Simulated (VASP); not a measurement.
Here is a VASP 6.6.1 calculation.

Contents of POSCAR:

```
NaH
1.0
    0.0000000000      2.3975116371      2.3975116371
    2.3975116371      0.0000000000      2.3975116371
    2.3975116371      2.3975116371      0.0000000000
Na H
1 1
Direct
    0.0000000000      0.0000000000      0.0000000000
    0.5000000000      0.5000000000      0.5000000000
```

INCAR.step1

```
  ALGO = Normal
  EDIFF = 1E-5
  ENCUT = 520
  GGA = PE
  ISIF = 2
  ISMEAR = 0
  LASPH = T
  LCHARG = F
  LREAL = F
  LWAVE = T
  NBANDS = 11
  NELM = 80
  PREC = Accurate
  SIGMA = 0.01
```

The input INCAR.step2:

```
  AEXX = 0.25
  ALGO = Normal
  EDIFF = 1E-7
  ENCUT = 520
  GGA = PE
  ISIF = 2
  ISMEAR = 0
  ISTART = 1
  LASPH = T
  LCHARG = F
  LHFCALC = T
  LREAL = F
  LWAVE = F
  NBANDS = 11
  NELM = 80
  PREC = Accurate
  PRECFOCK = Normal
  SIGMA = 0.01
```

The input KPOINTS:

```
k-points
0
Gamma
  6 6 6
```

Potentials or basis: VASP PAW PBE potentials, release 64 (Na_pv, H).

Launch:

```bash
$ cat potpaw_PBE.64/Na_pv/POTCAR potpaw_PBE.64/H/POTCAR > POTCAR
$ cp INCAR.step1 INCAR
$ mpirun -np 1 vasp_std > vasp.out
$ cp INCAR.step2 INCAR
$ mpirun -np 1 vasp_std > vasp.out
```

**Question.** Predict the band gap on the k mesh.

**Answer.** 5.63 eV (least direct gap 6.56 eV).

**Question.** Predict the pressure.

**Answer.** 0.2 GPa.

Caveat: the PAW data sets were made with another functional, which shifts forces and pressure a little. A k mesh can miss the band edges.
